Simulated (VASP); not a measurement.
# HfO2 (Fm-3m) in VASP: settings compared, part 2 of 2

VASP 6.6.1. The steps go on from the part before.

## 3. Single point, r2SCAN (volume changed by -6%)

POSCAR reads:

```
HfO2
1.0
    0.0000000000      2.4775518646      2.4775518646
    2.4775518646      0.0000000000      2.4775518646
    2.4775518646      2.4775518646      0.0000000000
Hf O
1 2
Direct
    0.0000000000      0.0000000000      0.0000000000
    0.2500000000      0.2500000000      0.2500000000
    0.7500000000      0.7500000000      0.7500000000
```

INCAR.step1 reads:

```
SYSTEM = HfO2
PREC = Accurate ; ENCUT = 520
ISMEAR = 0 ; SIGMA = 0.01
LREAL = .FALSE. ; LASPH = .TRUE.
NELM = 80 ; NBANDS = 18
GGA = PE ; ALGO = Normal
EDIFF = 1E-4 ; LWAVE = .TRUE.
LCHARG = .FALSE.
```

INCAR.step2 reads:

```
SYSTEM = HfO2
PREC = Accurate ; ENCUT = 520
EDIFF = 1E-6 ; ISMEAR = 0
SIGMA = 0.01 ; LREAL = .FALSE.
LASPH = .TRUE. ; NELM = 80
ALGO = Normal ; ISIF = 2
LWAVE = .FALSE. ; LCHARG = .FALSE.
METAGGA = R2SCAN ; LMIXTAU = .TRUE.
NBANDS = 18 ; ISTART = 1
```

KPOINTS reads:

```
Automatic mesh
0
G
  8 8 8
  0 0 0
```

Potentials or basis: VASP PAW PBE potentials, release 64 (Hf_pv, O).

Command:

```sh
cat potpaw_PBE.64/Hf_pv/POTCAR potpaw_PBE.64/O/POTCAR > POTCAR
cp INCAR.step1 INCAR
mpirun -np 1 vasp_std > vasp.out
cp INCAR.step2 INCAR
mpirun -np 1 vasp_std > vasp.out
```

OUTCAR:

```text
SYSTEM = HfO2
   PREC = Accurate
   ENCUT = 520
   EDIFF = 1E-6
   ISMEAR = 0
   LREAL = .FALSE.
   LASPH = .TRUE.
   NELM = 80
   ISIF = 2
   METAGGA = R2SCAN
   ISTART = 1

 ion  position               nearest neighbor table
   1  0.000  0.000  0.000-   3 2.15   3 2.15   3 2.15   2 2.15   2 2.15   2 2.15   3 2.15   2 2.15

   2  0.250  0.250  0.250-   1 2.15   1 2.15   1 2.15   1 2.15
   3  0.750  0.750  0.750-   1 2.15   1 2.15   1 2.15   1 2.15

  LATTYP: Found a face centered cubic cell.
 ALAT       =     4.9551037292
[... 698 lines left out ...]

  FORCE on cell =-STRESS in cart. coord.  units (eV):
  Direction    XX          YY          ZZ          XY          YZ          ZX
  --------------------------------------------------------------------------------------
  -------------------------------------------------------------------------------------
  Total        2.7574233      2.7574233      2.7574233      0.0000000      0.0000000     -0.0000000
  in kB      145.2498751    145.2498751    145.2498751      0.0000000      0.0000000     -0.0000000
  external PRESSURE =     145.2498751 kB  Pullay stress =       0.0000000 kB

 VOLUME and BASIS-vectors are now :
 -----------------------------------------------------------------------------
  energy-cutoff  :      520.00
  volume of cell :       30.42
      direct lattice vectors                 reciprocal lattice vectors
     0.000000000  2.477551865  2.477551865    -0.201812122  0.201812122  0.201812122
     2.477551865  0.000000000  2.477551865     0.201812122 -0.201812122  0.201812122
     2.477551865  2.477551865  0.000000000     0.201812122  0.201812122 -0.201812122

 POSITION                                       TOTAL-FORCE (eV/Angst)
 -----------------------------------------------------------------------------------
      0.00000      0.00000      0.00000         0.000000      0.000000     -0.000000
      1.23878      1.23878      1.23878         0.000000      0.000000      0.000000
      3.71633      3.71633      3.71633        -0.000000     -0.000000     -0.000000
 -----------------------------------------------------------------------------------
    total drift:                                0.000000      0.000000      0.000000

  FREE ENERGIE OF THE ION-ELECTRON SYSTEM (eV)
  ---------------------------------------------------
  free  energy   TOTEN  =       -68.4859839880 eV

  energy  without entropy=      -68.4859839880  energy(sigma->0) =      -68.48598399
```

OSZICAR.step1:

```text
N       E                     dE             d eps       ncg     rms          rms(c)
DAV:   1     0.940233351933E+02    0.94023E+02   -0.12602E+04  1044   0.122E+03
DAV:   2    -0.318020020033E+02   -0.12583E+03   -0.12165E+03  1356   0.293E+02
DAV:   3    -0.357623420093E+02   -0.39603E+01   -0.39471E+01  1166   0.462E+01
DAV:   4    -0.357833291843E+02   -0.20987E-01   -0.20981E-01  1290   0.382E+00
DAV:   5    -0.357834533980E+02   -0.12421E-03   -0.12421E-03  1184   0.261E-01    0.556E+01
DAV:   6    -0.302029803452E+02    0.55805E+01   -0.19049E+01  1070   0.329E+01    0.463E+01
DAV:   7    -0.301363299002E+02    0.66650E-01   -0.62187E-01  1212   0.659E+00    0.305E+01
DAV:   8    -0.301252110718E+02    0.11119E-01   -0.18177E-01  1162   0.404E+00    0.850E+00
DAV:   9    -0.301113098285E+02    0.13901E-01   -0.49628E-02  1164   0.179E+00    0.247E+00
DAV:  10    -0.301113139673E+02   -0.41388E-05   -0.28982E-03  1148   0.423E-01    0.185E-01
DAV:  11    -0.301113617233E+02   -0.47756E-04   -0.14469E-04  1134   0.107E-01
   1 F= -.30111362E+02 E0= -.30111362E+02  d E =-.435086E-28
```

Wall time 46 s (1 thread of Intel Xeon Platinum 8488C (Sapphire Rapids), shared host); peak memory 0.17 GiB.

What came out:

```
Free energy            : -68.4860 eV
Pressure               : 14.5 GPa
Band gap on the k mesh : 4.50 eV, direct
```

Levels at points of the mesh, in eV from the valence-band top:
| k point | band 9 | band 10 | band 11 | band 12 | band 13 | band 14 |
| --- | --- | --- | --- | --- | --- | --- |
| (0.00, 0.00, 0.00) | -0.67 | -0.67 | -0.67 | 4.58 | 4.58 | 7.04 |
| (0.50, 0.00, 0.00) | -2.96 | -1.97 | -1.97 | 5.37 | 5.37 | 8.18 |
| (0.50, 0.50, 0.00) | -1.68 | -1.68 | 0.00 | 4.50 | 6.40 | 7.85 |

Caveat: the cell differs from its parent crystal (volume changed by -6%); the PAW data sets were made with another functional, which shifts forces and pressure a little; spin-orbit coupling is left out, which moves the levels of the heavy elements. A k mesh can miss the band edges.

## 4. Single point, r2SCAN (volume changed by -3%)

POSCAR reads:

```
HfO2
1.0
    0.0000000000      2.5036332746      2.5036332746
    2.5036332746      0.0000000000      2.5036332746
    2.5036332746      2.5036332746      0.0000000000
Hf O
1 2
Direct
    0.0000000000      0.0000000000      0.0000000000
    0.2500000000      0.2500000000      0.2500000000
    0.7500000000      0.7500000000      0.7500000000
```

INCAR.step1 reads:

```
  PREC = Accurate
  ENCUT = 520
  ISMEAR = 0
  SIGMA = 0.01
  LREAL = False
  LASPH = True
  NELM = 80
  NBANDS = 18
  GGA = PE
  ALGO = Normal
  EDIFF = 1E-4
  LWAVE = True
  LCHARG = False
```

INCAR.step2 reads:

```
  PREC = Accurate
  ENCUT = 520
  EDIFF = 1E-6
  ISMEAR = 0
  SIGMA = 0.01
  LREAL = False
  LASPH = True
  NELM = 80
  ALGO = Normal
  ISIF = 2
  LWAVE = False
  LCHARG = False
  METAGGA = R2SCAN
  LMIXTAU = True
  NBANDS = 18
  ISTART = 1
```

KPOINTS reads:

```
regular mesh
0
Gamma
  8 8 8
```

Command:

```sh
cat potpaw_PBE.64/Hf_pv/POTCAR potpaw_PBE.64/O/POTCAR > POTCAR
cp INCAR.step1 INCAR
mpirun -np 1 vasp_std > vasp.out
cp INCAR.step2 INCAR
mpirun -np 1 vasp_std > vasp.out
```

It took 54 s on 1 thread of Intel Xeon Platinum 8488C (Sapphire Rapids), shared host; peak memory 0.17 GiB.

The run converged. Its results:

* Free energy: -68.5446 eV
* Pressure: 4.5 GPa
* Band gap on the k mesh: 4.41 eV, direct

Levels at points of the mesh, in eV from the valence-band top:
```
           k point  band 9  band 10  band 11  band 12  band 13  band 14
(0.00, 0.00, 0.00)   -0.66    -0.66    -0.66     4.50     4.50     6.77
(0.50, 0.00, 0.00)   -2.89    -1.94    -1.94     5.25     5.25     7.86
(0.50, 0.50, 0.00)   -1.62    -1.62     0.00     4.41     6.22     7.53
```

Caveat: the cell differs from its parent crystal (volume changed by -3%); the PAW data sets were made with another functional, which shifts forces and pressure a little; spin-orbit coupling is left out, which moves the levels of the heavy elements.

## 5. Single point, r2SCAN

This run uses another cell than the first one, of 10.79 Å³/atom, 0.922 times its volume.

POSCAR reads:

```
HfO2
1.0
    0.0000000000      2.5291823175      2.5291823175
    2.5291823175      0.0000000000      2.5291823175
    2.5291823175      2.5291823175      0.0000000000
Hf O
1 2
Direct
    0.0000000000      0.0000000000      0.0000000000
    0.2500000000      0.2500000000      0.2500000000
    0.7500000000      0.7500000000      0.7500000000
```

INCAR.step1 reads:

```
SYSTEM = HfO2
  PREC = Accurate
  ENCUT = 520
  ISMEAR = 0
  SIGMA = 0.01
  LREAL = .False.
  LASPH = .True.
  NELM = 80
  NBANDS = 18
  GGA = PE
  ALGO = Normal
  EDIFF = 1E-4
  LWAVE = .True.
  LCHARG = .False.
```

INCAR.step2 reads:

```
SYSTEM = HfO2
  PREC = Accurate
  ENCUT = 520
  EDIFF = 1E-6
  ISMEAR = 0
  SIGMA = 0.01
  LREAL = .False.
  LASPH = .True.
  NELM = 80
  ALGO = Normal
  ISIF = 2
  LWAVE = .False.
  LCHARG = .True.
  METAGGA = R2SCAN
  LMIXTAU = .True.
  LELF = .True.
  LVHAR = .True.
  NBANDS = 18
  ISTART = 1
```

KPOINTS reads:

```
regular mesh
0
Gamma
  8 8 8
  0 0 0
```

Command:

```sh
cat potpaw_PBE.64/Hf_pv/POTCAR potpaw_PBE.64/O/POTCAR > POTCAR
cp INCAR.step1 INCAR
mpirun -np 1 vasp_std > vasp.out
cp INCAR.step2 INCAR
mpirun -np 1 vasp_std > vasp.out
```

Run time: 49 s. Hardware: 1 thread of Intel Xeon Platinum 8488C (Sapphire Rapids), shared host; peak memory 0.17 GiB.

The run converged. Its results:

* Free energy: -68.5474 eV
* Pressure: -3.9 GPa
* Band gap on the k mesh: 4.32 eV, direct

Levels at points of the mesh, in eV from the valence-band top:
```
           k point  band 8  band 9  band 10  band 11  band 12  band 13  band 14  band 15
(0.00, 0.00, 0.00)   -5.48   -0.64    -0.64    -0.64     4.42     4.42     6.52    11.09
(0.50, 0.00, 0.00)   -3.08   -2.82    -1.90    -1.90     5.13     5.13     7.56     9.64
(0.50, 0.50, 0.00)   -3.59   -1.56    -1.56     0.00     4.32     6.05     7.24     8.73
```

Caveat: the PAW data sets were made with another functional, which shifts forces and pressure a little; spin-orbit coupling is left out, which moves the levels of the heavy elements. A k mesh can miss the band edges.

## 6. Summary

| level | cell | gap on the mesh (eV) | pressure (GPa) |
| --- | --- | --- | --- |
| PBE | a = 3.675 Å, angles 60.0°, 3 atoms | 3.60 | -15.8 |
| r2SCAN | a = 3.504 Å, angles 60.0°, 3 atoms | 4.50 | 14.5 |
| r2SCAN | a = 3.541 Å, angles 60.0°, 3 atoms | 4.41 | 4.5 |
| r2SCAN | a = 3.577 Å, angles 60.0°, 3 atoms | 4.32 | -3.9 |

Alike in all rows: task single point; potentials or basis VASP PAW PBE potentials, release 64 (Hf_pv, O); no spin polarisation; k mesh 8 × 8 × 8; cutoff (eV) 520; smearing gaussian 0.01 eV.

Caveats: spin-orbit coupling is left out, which moves the levels of the heavy elements; the PAW data sets were made with another functional, which shifts forces and pressure a little (some runs).

Total energies depend on the potentials used, so only differences within one code and one set of settings carry meaning.
